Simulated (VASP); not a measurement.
Te2Mo: single point with r2SCAN

Crystal: Te2Mo.

```
Te Mo
1.0
     3.55524    0.00000    0.00000
    -1.77762    3.07893    0.00000
     0.00000    0.00000   14.22873
Te Mo
4 2
Cartesian
  0.0000 2.0526 1.7666
  1.7776 1.0263 8.8810
  1.7776 1.0263 12.4621
  0.0000 2.0526 5.3478
  0.0000 2.0526 10.6715
  1.7776 1.0263 3.5572
```

This cell differs from its parent crystal: strain +0.4%.

| Property | Result |
| --- | --- |
| Program | VASP 6.6.1 |
| Task | single point |
| Functional | r2SCAN |
| Potentials or basis | VASP PAW PBE potentials, release 64 (Te, Mo_sv) |
| Cutoff | 520 eV |
| k mesh | 12 × 12 × 2 |
| Occupations | gaussian, width 0.01 eV |
| Spin | no spin polarisation |
| Dipole correction | no |
| Further INCAR settings | ALGO = Normal; EDIFF = 1e-06; NBANDS = 35 |

```yaml
Pressure: 0.8 GPa
Largest_force: 0.004 eV/Å
Band_gap_on_the_k_mesh: 0.93 eV, indirect (least direct gap 1.06 eV)
```

Forces on the atoms (eV/Å):
```
Te   0.000  0.000  0.004
Te   0.000  0.000  0.004
Te   0.000  0.000 -0.004
Te   0.000  0.000 -0.004
Mo   0.000  0.000  0.000
Mo   0.000  0.000  0.000
```

Stress tensor (GPa, compression positive):
```
0.65 0.00 0.00
0.00 0.65 0.00
0.00 0.00 1.04
```

Levels at points of the mesh, in eV from the valence-band top:
```
           k point  band 22  band 23  band 24  band 25  band 26  band 27  band 28  band 29  band 30  band 31
(0.00, 0.00, 0.00)    -1.17    -1.17    -0.94    -0.52     0.00     2.94     2.94     3.04     3.04     3.20
(0.50, 0.00, 0.00)    -1.87    -0.99    -0.95    -0.76    -0.54     1.28     1.33     1.55     1.81     2.88
(0.00, 0.00, 0.50)    -1.19    -1.19    -1.19    -0.12    -0.12     2.97     2.97     2.97     2.97     3.32
(0.50, 0.00, 0.50)    -1.95    -0.96    -0.96    -0.65    -0.65     1.30     1.30     1.69     1.69     3.28
```

Run time: 12 min on 1 thread of Intel(R) Xeon(R) Platinum 8375C CPU @ 2.90GHz (Ice Lake), on a shared host, peak memory 0.41 GiB.

Caveat: the cell differs from its parent crystal (strain +0.4%); the PAW data sets were made with another functional, which shifts forces and pressure a little; spin-orbit coupling is left out, which moves the levels of the heavy elements. A k mesh can miss the band edges.
